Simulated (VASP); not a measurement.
Input of a VASP 6.6.1 run:

INCAR

```
PREC = Accurate ; ENCUT = 520
EDIFF = 1E-6 ; ISMEAR = -1
SIGMA = 0.05 ; LREAL = False
LASPH = True ; NELM = 150
ALGO = Normal ; ISIF = 2
LWAVE = False ; LCHARG = False
ISPIN = 2 ; MAGMOM = 1 0
LORBIT = 11 ; LMAXMIX = 4
NBANDS = 19
```

The input KPOINTS:

```
Automatic mesh
0
Gamma
  11 11 11
```

Contents of POSCAR:

```
NiO
1.0
    0.0000000000      2.0433202721      2.0433202721
    2.0433202721      0.0000000000      2.0433202721
    2.0433202721      2.0433202721      0.0000000000
Ni O
1 1
Direct
    0.0000000000      0.0000000000      0.0000000000
    0.5000000000      0.5000000000      0.5000000000
```

Potentials or basis: VASP PAW LDA potentials, release 64 (Ni, O).

Launch:

```sh
$ cat potpaw_LDA.64/Ni/POTCAR potpaw_LDA.64/O/POTCAR > POTCAR
$ mpirun -np 1 vasp_std > vasp.out
```

(1) Estimate the pressure.

(2) Predict the site moments.

Results:

(1) -7.4 GPa.

(2) Ni +0.22; O +0.04 μB.
